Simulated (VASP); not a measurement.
**NaW16 (a cell with a defect): single point with PBE+D3(BJ)**

NaW16 (a cell with a defect):

```
CELL_PARAMETERS angstrom
6.32000 0.00000 0.00000
0.00000 6.32000 0.00000
0.00000 0.00000 6.32000
ATOMIC_POSITIONS crystal
W 0.02062 0.98430 0.99179
W 0.47937 0.98433 0.99177
W 0.99916 0.50083 0.01701
W 0.99913 0.00962 0.50822
W 0.24998 0.25236 0.25978
W 0.50079 0.50084 0.01703
W 0.50083 0.00962 0.50821
W 0.75002 0.16793 0.17514
W 0.03635 0.52523 0.53257
W 0.25000 0.75485 0.25729
W 0.24998 0.24989 0.76227
W 0.46359 0.52526 0.53259
W 0.75000 0.75975 0.25904
W 0.74998 0.25159 0.76728
W 0.24998 0.75491 0.76222
W 0.74998 0.74722 0.75467
Na 0.74994 0.39302 0.40079
```

```json
{
  "Program": "VASP 6.6.1",
  "Task": "single point",
  "Functional": "PBE",
  "Dispersion": "D3(BJ)",
  "Potentials or basis": "VASP PAW PBE potentials, release 64 (W_sv, Na_pv)",
  "Cutoff": "520 eV",
  "k mesh": "1 × 1 × 1",
  "Occupations": "gaussian, width 0.15 eV",
  "Spin": "no spin polarisation",
  "Dipole correction": "no",
  "Further INCAR settings": "LREAL = Auto; ALGO = Normal; EDIFF = 1e-07; NBANDS = 130"
}
```

```yaml
Pressure: 24.8 GPa
Largest_force: 3.410 eV/Å
Band_gap_on_the_k_mesh: zero (an odd number of electrons rules out a gap without spin polarisation)
Dispersion_energy_per_atom: -0.715 eV
```

Forces on the atoms (eV/Å):
```
W    1.618 -2.126 -2.119
W   -1.616 -2.122 -2.118
W    0.677 -0.022  0.075
W    0.677  0.069 -0.030
W    0.000 -0.288 -0.295
W   -0.675 -0.023  0.074
W   -0.676  0.069 -0.031
W   -0.001 -0.625 -0.646
W    1.547  0.509  0.503
W    0.000  0.947 -0.551
W   -0.002 -0.551  0.959
W   -1.547  0.509  0.504
W    0.000  0.982 -0.377
W   -0.002 -0.370  0.980
W   -0.001  1.757  1.760
W    0.001  0.714  0.734
Na   0.001  0.571  0.577
```

Stress tensor (GPa, compression positive):
```
31.09 -0.01 -0.01
-0.01 21.65 14.65
-0.01 14.65 21.67
```

Levels at points of the mesh, in eV from the Fermi level:
| k point | band 113 | band 114 | band 115 | band 116 | band 117 | band 118 |
| --- | --- | --- | --- | --- | --- | --- |
| (0.00, 0.00, 0.00) | -0.78 | -0.26 | -0.04 | 0.06 | 0.08 | 0.09 |

Wall time 2.3 min on 1 thread of Intel(R) Xeon(R) Platinum 8259CL CPU @ 2.50GHz (Skylake/Cascade Lake), on a shared host, peak memory 0.33 GiB.

Caveat: the k points lie up to 0.99 Å⁻¹ apart, too coarse for converged energies and pressures of a metal; atoms lie so close that the PAW spheres overlap strongly, which falsifies energies and pressures; spin-orbit coupling is left out, which moves the levels of the heavy elements.
